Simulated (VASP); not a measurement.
# Be5Te (P3) in VASP: single point with PBE

Aim: the single point of Be5Te with PBE.

Everything below comes from runs of VASP 6.6.1. Logs are shortened: lines on timing, memory, paths and dates and some standing lists are left out, and cuts for length are marked.

## Step 1: The cell of the first run

Symmetry: P3, No. 143, trigonal system. The conventional cell has a = 4.013 Å, b = 4.013 Å, c = 13.920 Å, α = 90.00°, β = 90.00°, γ = 120.00°. Within 3.0 Å of Be (site symmetry 3) lie 15 Be at 2.27 to 2.76 Å. Be (site symmetry 1) has 9 Be at 2.25 to 2.37 Å within 3.0 Å. Be (site symmetry 3) has 12 Be at 2.13 to 2.32 Å within 2.8 Å. Within 2.8 Å of Be (site symmetry 3) lie 12 Be at 2.13 to 2.32 Å. Within 2.8 Å of Be (site symmetry 1) lie 8 Be at 2.01 to 2.76 Å and 2 Te at 2.50 to 2.64 Å. Be (site symmetry 3) has 3 Te at 2.33 Å within 3.1 Å. Te (site symmetry 3) has 3 Be at 2.33 Å within 3.1 Å. Within 3.5 Å of Te (site symmetry 3) lie 7 Be at 2.50 to 3.41 Å.

## Step 2: Single point, PBE

INCAR

```
SYSTEM = Be5Te
PREC = Accurate ; ENCUT = 520
EDIFF = 1E-7 ; ISMEAR = 0
SIGMA = 0.02 ; LREAL = .FALSE.
LASPH = .TRUE. ; NELM = 80
ALGO = Normal ; ISIF = 2
LWAVE = .FALSE. ; LCHARG = .FALSE.
GGA = PE ; NBANDS = 28
```

KPOINTS

```
regular mesh
0
G
  12 12 4
  0 0 0
```

POSCAR

```
Be5Te
1.0
    4.0126790510      0.0000000000      0.0000000000
   -2.0063395255      3.4750819954      0.0000000000
    0.0000000000      0.0000000000     13.9197496785
Be Te
10 2
Direct
    0.3333333333      0.6666666667      0.0190658967
    0.3331585193      0.3250880416      0.8894767445
    0.0000000000      0.0000000000      0.0204120275
    0.9919295223      0.6668414807      0.8894767445
    0.6666666667      0.3333333333      0.0202885142
    0.8555045069      0.6666472005      0.1484323695
    0.3333527995      0.1888573064      0.1484323695
    0.8111426936      0.1444954931      0.1484323695
    0.6749119584      0.0080704777      0.8894767445
    0.3333333333      0.6666666667      0.5757429223
    0.6666666667      0.3333333333      0.5609186842
    0.3333333333      0.6666666667      0.2638446129
```

Potentials or basis: VASP PAW PBE potentials, release 64 (Be, Te).

Started as:

```sh
> cat potpaw_PBE.64/Be/POTCAR potpaw_PBE.64/Te/POTCAR > POTCAR
> mpirun -np 1 vasp_std > vasp.out
```

OUTCAR:

```text
SYSTEM = Be5Te
   PREC = Accurate
   ENCUT = 520
   EDIFF = 1E-7
   ISMEAR = 0
   LREAL = .FALSE.
   LASPH = .TRUE.
   NELM = 80
   ISIF = 2
   GGA = PE

 ion  position               nearest neighbor table
   1  0.333  0.667  0.019-   4 2.27   9 2.27   2 2.27   5 2.32   5 2.32   5 2.32   3 2.32   3 2.32
                             3 2.32
   2  0.333  0.325  0.889-   5 2.25   3 2.25   1 2.27   9 2.29   4 2.29   9 2.29   4 2.29   4 2.37
                             9 2.37
   3  0.000  0.000  0.020-   7 2.13   8 2.13   6 2.13   9 2.25   2 2.25   4 2.25   5 2.32   5 2.32
                             5 2.32   1 2.32   1 2.32   1 2.32
   4  0.992  0.667  0.889-   5 2.25   3 2.25   1 2.27   9 2.29   2 2.29   2 2.29   9 2.29   9 2.37
                             2 2.37
   5  0.667  0.333  0.020-   8 2.13   6 2.13   7 2.13   9 2.25   4 2.25   2 2.25   3 2.32   3 2.32
                             3 2.32   1 2.32   1 2.32   1 2.32
   6  0.856  0.667  0.148-   7 2.01   8 2.01   8 2.01   7 2.01   3 2.13   5 2.13  12 2.50  12 2.64

   7  0.333  0.189  0.148-   8 2.01   6 2.01   8 2.01   6 2.01   3 2.13   5 2.13  12 2.50  12 2.64

   8  0.811  0.144  0.148-   7 2.01   6 2.01   7 2.01   6 2.01   3 2.13   5 2.13  12 2.50  12 2.64

   9  0.675  0.008  0.889-   5 2.25   3 2.25   1 2.27   2 2.29   4 2.29   2 2.29   4 2.29   4 2.37
                             2 2.37
  10  0.333  0.667  0.576-  11 2.33  11 2.33  11 2.33
  11  0.667  0.333  0.561-  10 2.33  10 2.33  10 2.33
  12  0.333  0.667  0.264-   6 2.50   8 2.50   7 2.50   7 2.64   8 2.64   6 2.64

  LATTYP: Found a hexagonal cell.
 ALAT       =     4.0126790510
 C/A-ratio  =     3.4689416975

  Lattice vectors:

 A1 = (   4.0126790510,   0.0000000000,   0.0000000000)
 A2 = (  -2.0063395255,   3.4750819954,   0.0000000000)
 A3 = (   0.0000000000,   0.0000000000,  13.9197496785)

Analysis of symmetry for initial positions (statically):
=====================================================================
 Subroutine PRICEL returns:
 Original cell was already a primitive cell.

 Routine SETGRP: Setting up the symmetry group for a
 hexagonal supercell.

 Subroutine GETGRP returns: Found  3 space group operations
 (whereof  3 operations were pure point group operations)
 out of a pool of 24 trial point group operations.

The static configuration has the point symmetry C_3 .

Analysis of symmetry for dynamics (positions and initial velocities):
=====================================================================
 Subroutine PRICEL returns:
 Original cell was already a primitive cell.

 Routine SETGRP: Setting up the symmetry group for a
 hexagonal supercell.

 Subroutine GETGRP returns: Found  3 space group operations
 (whereof  3 operations were pure point group operations)
 out of a pool of 24 trial point group operations.

The dynamic configuration has the point symmetry C_3 .

 Subroutine INISYM returns: Found  3 space group operations
 (whereof  3 operations are pure point group operations),
 and found     1 'primitive' translations

----------------------------------------------------------------------------------------

                                     Primitive cell

  volume of cell :     194.1024

  direct lattice vectors                    reciprocal lattice vectors
     4.012679051  0.000000000  0.000000000     0.249210063  0.143881497  0.000000000
    -2.006339526  3.475081995  0.000000000     0.000000000  0.287762994  0.000000000
     0.000000000  0.000000000 13.919749679     0.000000000  0.000000000  0.071840372

  length of vectors
     4.012679051  4.012679051 13.919749679     0.287762994  0.287762994  0.071840372

  position of ions in fractional coordinates (direct lattice)
     0.333333333  0.666666667  0.019065897
     0.333158519  0.325088042  0.889476745
     0.000000000  0.000000000  0.020412028
     0.991929522  0.666841481  0.889476745
     0.666666667  0.333333333  0.020288514
     0.855504507  0.666647201  0.148432370
     0.333352799  0.188857306  0.148432370
     0.811142694  0.144495493  0.148432370
     0.674911958  0.008070478  0.889476745
     0.333333333  0.666666667  0.575742922
     0.666666667  0.333333333  0.560918684
     0.333333333  0.666666667  0.263844613

  ion indices of the primitive-cell ions
   primitive index   ion index
                 1           1
                 2           2
                 3           3
                 4           4
                 5           5
                 6           6
                 7           7
                 8           8
                 9           9
                10          10
                11          11
                12          12

----------------------------------------------------------------------------------------

 KPOINTS: regular mesh

Automatic generation of k-mesh.
 Grid dimensions read from file:
 generate k-points for:   12   12    4

 Generating k-lattice:

  Cartesian coordinates                     Fractional coordinates (reciprocal lattice)
     0.020767505  0.011990125  0.000000000     0.083333333  0.000000000  0.000000000
     0.000000000  0.023980250  0.000000000     0.000000000  0.083333333  0.000000000
     0.000000000  0.000000000  0.017960093     0.000000000  0.000000000  0.250000000

  Length of vectors
     0.023980250  0.023980250  0.017960093

  Shift w.r.t. Gamma in fractional coordinates (k-lattice)
     0.000000000  0.000000000  0.000000000

 Subroutine IBZKPT returns following result:
 ===========================================

 Found    102 irreducible k-points:

 Following reciprocal coordinates:
            Coordinates               Weight
  0.000000  0.000000  0.000000      1.000000
  0.083333  0.000000  0.000000      6.000000
  0.166667  0.000000  0.000000      6.000000
  0.250000  0.000000  0.000000      6.000000
  0.333333  0.000000  0.000000      6.000000
  0.416667  0.000000  0.000000      6.000000
[... 16 lines left out ...]
  0.250000  0.250000  0.000000      6.000000
  0.333333  0.250000  0.000000      6.000000
 [... further k-points ...]
   k-points           NKPTS =    102   k-points in BZ     NKDIM =    102   number of bands    NBANDS=     28
   number of dos      NEDOS =    301   number of ions     NIONS =     12
   total plane-waves  NPLWV =  97200
   dimension x,y,z NGX =    30 NGY =   30 NGZ =  108
   dimension x,y,z NGXF=    60 NGYF=   60 NGZF=  216
   ions per type =              10   2
   NGX,Y,Z   is equivalent  to a cutoff of  12.43, 12.43, 12.90 a.u.
   NGXF,Y,Z  is equivalent  to a cutoff of  24.86, 24.86, 25.80 a.u.
 SYSTEM =  Be5Te
   PREC   = accura    normal or accurate (medium, high low for compatibility)
   ISTART =      0    job   : 0-new  1-cont  2-samecut
   ICHARG =      2    charge: 1-file 2-atom 10-const
   ISPIN  =      1    spin polarized calculation?
   LNONCOLLINEAR =      F non collinear calculations
   LSORBIT =      F    spin-orbit coupling
   LASPH  =      T    aspherical Exc in radial PAW
   ENCUT  =  520.0 eV  38.22 Ry    6.18 a.u.   7.46  7.46 25.88*2*pi/ulx,y,z
   NELM   =     80;   NELMIN=  2; NELMDL= -5     # of ELM steps
   EDIFF  = 0.1E-06   stopping-criterion for ELM
   LREAL  =      F    real-space projection
   EDIFFG = 0.1E-05   stopping-criterion for IOM
   NSW    =      0    number of steps for IOM
   IBRION =     -1    ionic relax: 0-MD 1-quasi-New 2-CG
   NFREE  =      0    steps in history (QN), initial steepest desc. (CG)
   ISIF   =      2    stress and relaxation
   ISYM   =      2    0-nonsym 1-usesym 2-fastsym
   POTIM  = 0.5000    time-step for ionic-motion
   TEBEG  =    0.0;   TEEND  =   0.0 temperature during run
   PSTRESS=    0.0 pullay stress
   NELECT =      32.0000    total number of electrons
   NUPDOWN=      -1.0000    fix difference up-down
   EMIN   =  10.00;   EMAX   =-10.00  energy-range for DOS
   EFERMI =   0.00;   METHOD = LEGACY
   ISMEAR =     0;   SIGMA  =   0.02  broadening in eV -4-tet -1-fermi 0-gaus
   EFERMI_NEDOS =   21; number of points for ismear=-14 and -15
   IALGO  =     38    algorithm
   IMIX   =      4    mixing-type and parameters
     AMIX     =   0.40;   BMIX     =  1.00
     AMIX_MAG =   1.60;   BMIX_MAG =  1.00
  volume/ion in A,a.u.               =      16.18       109.16
  Fermi-wavevector in a.u.,A,eV,Ry     =   0.897665  1.696342 10.963620  0.805803
  Thomas-Fermi vector in A             =   2.020278
   LORBIT       =      0    0 simple, 1 ext, 2 COOP (PROOUT), +10 PAW based schemes
   GGA     = PE    functional components
   LHFCALC =     F    Hartree Fock is set to
   AEXX    =    0.0000 exact exchange contribution
   IVDW    =     0    specifies the selected vdW correction
   LEPSILON=     F    determine dielectric tensor
   LRPA    =     F    only Hartree local field effects (RPA)
 non-spin polarized calculation
 Gauss-broadening in eV      SIGMA  =   0.02
  energy-cutoff  :      520.00
  volume of cell :      194.10
 maximum number of plane-waves:      5274
 NGX is ok and might be reduce to    30
   NGX = 15   NGY = 15   NGZ = 51

 number of electron      32.0000000 magnetization

 Free energy of the ion-electron system (eV)
  ---------------------------------------------------
  ext. energy  EPLUGINS =         0.00000000
  ---------------------------------------------------
  free energy    TOTEN  =       -42.18104130 eV

  energy without entropy =      -42.18104130  energy(sigma->0) =      -42.18104130

 E-fermi :   4.2352     XC(G=0):  -8.4839

 val. band max:        4.1450743394   @ k =   0.0833   0.0000   0.2500
 cond. band min:       4.3241107721   @ k =   0.5000   0.0000   0.5000
 fundamental gap:      0.1790364327
 Fermi energy:         4.2352111212

 k-point     1 :       0.0000    0.0000    0.0000
  band No.  band energies     occupation
      1      -9.3284      2.00000
      2      -8.2880      2.00000
      3      -5.6947      2.00000
      4      -3.4585      2.00000
      5      -0.4795      2.00000
      6       0.5960      2.00000
[... 20 lines left out ...]
     27       7.8320      0.00000
     28       8.3192      0.00000
[... 683 lines left out ...]
 k-point    24 :       0.3333    0.2500    0.0000
  band No.  band energies     occupation
      1      -8.1578      2.00000
      2      -7.2474      2.00000
      3      -3.8366      2.00000
      4      -3.0909      2.00000
      5      -2.4940      2.00000
      6      -1.9914      2.00000
[... 20 lines left out ...]
     27       9.5916      0.00000
     28      10.0853      0.00000

 [... further k-points ...]
[... 5 lines left out ...]
  --------------------------------------------------------------------------------------
  -------------------------------------------------------------------------------------
  Total        0.1534135      0.1534135      0.1705866      0.0000000      0.0000000      0.0000000
  in kB        1.2663196      1.2663196      1.4080708      0.0000001      0.0000000      0.0000000
  external PRESSURE =       1.3135700 kB  Pullay stress =       0.0000000 kB

 VOLUME and BASIS-vectors are now :
 -----------------------------------------------------------------------------
  energy-cutoff  :      520.00
  volume of cell :      194.10
      direct lattice vectors                 reciprocal lattice vectors
     4.012679051  0.000000000  0.000000000     0.249210063  0.143881497  0.000000000
    -2.006339526  3.475081995  0.000000000     0.000000000  0.287762994  0.000000000
     0.000000000  0.000000000 13.919749679     0.000000000  0.000000000  0.071840372

 POSITION                                       TOTAL-FORCE (eV/Angst)
 -----------------------------------------------------------------------------------
     -0.00000      2.31672      0.26539        -0.000000      0.000000      0.007064
      0.68462      1.12971     12.38129        -0.000536      0.000584     -0.006525
      0.00000      0.00000      0.28413        -0.000000      0.000000     -0.006789
      2.64238      2.31733     12.38129         0.000774      0.000172     -0.006525
      2.00634      1.15836      0.28241        -0.000000      0.000000     -0.007481
      2.09534      2.31665      2.06614        -0.002732     -0.000264     -0.003904
      0.95873      0.65629      2.06614         0.001594     -0.002234     -0.003904
      2.96495      0.50213      2.06614         0.001138      0.002498     -0.003904
      2.69201      0.02805     12.38129        -0.000238     -0.000756     -0.006525
     -0.00000      2.31672      8.01420        -0.000000      0.000000      0.002775
      2.00634      1.15836      7.80785        -0.000000      0.000000     -0.002631
     -0.00000      2.31672      3.67265        -0.000000      0.000000      0.038350
 -----------------------------------------------------------------------------------
    total drift:                                0.000000      0.000000      0.000229

  FREE ENERGIE OF THE ION-ELECTRON SYSTEM (eV)
  ---------------------------------------------------
  free  energy   TOTEN  =       -42.1810412958 eV

  energy  without entropy=      -42.1810412958  energy(sigma->0) =      -42.18104130
```

Run time: 22 min. Hardware: 1 thread of Oxide Virtual Turin-like, shared host; peak memory 0.57 GiB.

What came out:

```
Free energy            : -42.1810 eV
Pressure               : 0.1 GPa
Largest force          : 0.038 eV/Å
Band gap on the k mesh : 0.18 eV (least direct gap 0.52 eV)
```

Forces in eV/Å, atoms in the order of the input:
```
Be   0.000  0.000  0.007
Be  -0.001  0.001 -0.007
Be   0.000  0.000 -0.007
Be   0.001  0.000 -0.007
Be   0.000  0.000 -0.007
Be  -0.003  0.000 -0.004
Be   0.002 -0.002 -0.004
Be   0.001  0.002 -0.004
Be   0.000 -0.001 -0.007
Be   0.000  0.000  0.003
Te   0.000  0.000 -0.003
Te   0.000  0.000  0.038
```

Levels at points of the mesh, in eV from the valence-band top:
```
           k point  band 14  band 15  band 16  band 17  band 18  band 19
(0.00, 0.00, 0.00)    -0.91    -0.51    -0.51     0.29     0.57     0.70
(0.50, 0.00, 0.00)    -2.01    -1.97    -0.81     0.26     1.43     1.62
(0.00, 0.00, 0.50)    -0.91    -0.51    -0.51     0.29     0.51     0.70
(0.50, 0.00, 0.50)    -2.01    -1.97    -0.89     0.18     1.39     1.79
```

Caveat: spin-orbit coupling is left out, which moves the levels of the heavy elements. A k mesh can miss the band edges.
